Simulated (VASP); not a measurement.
A run of VASP 6.6.1:

File INCAR:

```
  ALGO = Normal
  EDIFF = 1E-7
  EDIFFG = -0.02
  ENCUT = 500
  GGA = PS
  GGA_COMPAT = F
  IBRION = 2
  ISIF = 3
  ISMEAR = -1
  LASPH = T
  LCHARG = F
  LREAL = F
  LWAVE = F
  NELM = 120
  NELMIN = 4
  NSW = 80
  PREC = Accurate
  PSTRESS = 50.0
  SIGMA = 0.05
```

Contents of KPOINTS:

```
k-points
0
Gamma
  5 5 5
```

Contents of POSCAR:

```
Cs
1.0
    0.0000000000      3.8200000000      3.8200000000
    3.8200000000      0.0000000000      3.8200000000
    3.8200000000      3.8200000000      0.0000000000
Cs
1
Direct
    0.0000000000      0.0000000000      0.0000000000
```

Potentials or basis: VASP PAW PBE potentials, release 64 (Cs_sv).

Launch:

```sh
$ cat potpaw_PBE.64/Cs_sv/POTCAR > POTCAR
$ mpirun -np 1 vasp_std > vasp.out
```

Hardware: 1 thread of Intel(R) Xeon(R) Platinum 8488C (Sapphire Rapids), with other jobs on the host.

Q: Estimate the wall time of this run.

A: Run time: 46 s on 1 thread of Intel(R) Xeon(R) Platinum 8488C (Sapphire Rapids), with other jobs on the host, peak memory 0.24 GiB. Counts: scf iterations 75, k points 10, ion steps 8.
